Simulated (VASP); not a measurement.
CdS (zincblende type): single point with PBE

The system is CdS (zincblende type).

```xyz
2
Lattice="0.0000 2.5536 2.5536 2.5536 0.0000 2.5536 2.5536 2.5536 0.0000" Properties=species:S:1:pos:R:3 pbc="T T T"
Cd    0.0000    0.0000    0.0000
S     1.2768    1.2768    1.2768
```

| Property | Result |
| --- | --- |
| Program | VASP 6.6.1 |
| Task | single point |
| Functional | PBE |
| Potentials or basis | VASP PAW PBE potentials, release 64 (Cd, S) |
| Cutoff | 520 eV |
| k mesh | 13 × 13 × 13 |
| Occupations | fermi-dirac, width 0.05 eV |
| Spin | no spin polarisation |

```
Pressure               : 68.0 GPa
Band gap on the k mesh : 1.83 eV
```

Levels at points of the mesh, in eV from the valence-band top:
```csv
k point,band 6,band 7,band 8,band 9,band 10,band 11,band 12,band 13
"(0.00, 0.00, 0.00)",-9.13,0.00,0.00,0.00,1.83,5.97,5.97,5.97
```

Run time: 64 s on 1 thread of Intel Xeon 8259CL (shared host), peak memory 0.18 GiB.

Caveat: the cell stands under pressure; an odd mesh through Γ misses points on the zone boundary, where band edges can lie.
